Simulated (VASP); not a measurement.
Wanted: the native input for a VASP 6.6.1 run.

```yaml
Task: relaxation of the atoms
Functional: r2SCAN
Potentials_or_basis: VASP PAW PBE potentials, release 64 (Na_pv, I)
Cutoff: 520 eV
k_mesh: 8 × 8 × 8
Occupations: fermi-dirac, width 0.02 eV
Spin: no spin polarisation
Dipole_correction: no
Further_INCAR_settings: ALGO = Normal; EDIFF = 1e-07; IBRION = 2; EDIFFG = -0.01; NSW = 50
```

NaI:

```
CELL_PARAMETERS angstrom
0.00000 3.23344 3.23344
3.23344 0.00000 3.23344
3.23344 3.23344 0.00000
ATOMIC_POSITIONS crystal
Na 0.00000 0.00000 0.00000
I 0.50000 0.50000 0.50000
```

The input as run:

POSCAR

```
NaI
1.0
    0.0000000000      3.2334440900      3.2334440900
    3.2334440900      0.0000000000      3.2334440900
    3.2334440900      3.2334440900      0.0000000000
Na I
1 1
Direct
    0.0000000000      0.0000000000      0.0000000000
    0.5000000000      0.5000000000      0.5000000000
```

INCAR.step1

```
SYSTEM = NaI
PREC = Accurate
ENCUT = 520
ISMEAR = -1
SIGMA = 0.02
LREAL = .False.
LASPH = .True.
NELM = 80
GGA = PE
ALGO = Normal
EDIFF = 1E-4
LWAVE = .True.
LCHARG = .False.
```

INCAR.step2

```
SYSTEM = NaI
PREC = Accurate
ENCUT = 520
EDIFF = 1E-7
ISMEAR = -1
SIGMA = 0.02
LREAL = .False.
LASPH = .True.
NELM = 80
ALGO = Normal
ISIF = 2
LWAVE = .False.
LCHARG = .False.
METAGGA = R2SCAN
LMIXTAU = .True.
IBRION = 2
NSW = 50
EDIFFG = -0.01
ISTART = 1
```

KPOINTS

```
regular mesh
0
Gamma
  8 8 8
  0 0 0
```

Potentials or basis: VASP PAW PBE potentials, release 64 (Na_pv, I).

Command:

```console
$ cat potpaw_PBE.64/Na_pv/POTCAR potpaw_PBE.64/I/POTCAR > POTCAR
$ cp INCAR.step1 INCAR
$ mpirun -np 1 vasp_std > vasp.out
$ cp INCAR.step2 INCAR
$ mpirun -np 1 vasp_std > vasp.out
```

Results of the run:

```
Pressure after relaxing : -0.1 GPa
Band gap on the k mesh  : 4.45 eV
```

Caveat: the relaxation stopped at its first step, so nothing moved; the PAW data sets were made with another functional, which shifts forces and pressure a little; spin-orbit coupling is left out, which moves the levels of the heavy elements.

Wall time 4.2 min on 1 thread of Oxide Virtual Turin-like Processor, on a shared host, peak memory 0.19 GiB.
